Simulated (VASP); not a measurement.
A run of VASP 6.6.1:

INCAR

```
SYSTEM = C
ALGO     = Normal         ! electronic algorithm
EDIFF    = 1E-6           ! SCF threshold, eV
ENCUT    = 520            ! plane-wave cutoff, eV
GGA      = PE             ! functional
ISIF     = 2              ! what is computed and relaxed
ISMEAR   = -1             ! smearing method
LASPH    = .True.         ! aspherical terms in the spheres
LCHARG   = .False.        ! write CHGCAR
LREAL    = .False.        ! projectors in reciprocal space
LWAVE    = .False.        ! write WAVECAR
NBANDS   = 11             ! bands
NELM     = 100            ! most SCF steps
PREC     = Accurate       ! precision mode
SIGMA    = 0.05           ! smearing width, eV
```

File KPOINTS:

```
k-points
0
Gamma
  16 16 9
  0 0 0
```

The input POSCAR:

```
C
1.0
    2.1003865828      0.0000000000      0.0000000000
   -1.0501932914      1.8189881384      0.0000000000
    0.0000000000      0.0000000000      3.4026262641
C
2
Direct
    0.2733333333      0.6366666667      0.2050000000
    0.7266666667      0.3633333333      0.7950000000
```

Potentials or basis: VASP PAW PBE potentials, release 64 (C).

Launch:

```console
$ cat potpaw_PBE.64/C/POTCAR > POTCAR
$ mpirun -np 1 vasp_std > vasp.out
```

Hardware: 1 thread of AMD EPYC 9R45 96-Core Processor (Zen 5) (shared host).

Problem. How long does it take, and how much memory?

Solution. It took 29 s on 1 thread of AMD EPYC 9R45 96-Core Processor (Zen 5), on a shared host, peak memory 0.14 GiB. Counts: scf iterations 10, k points 617.
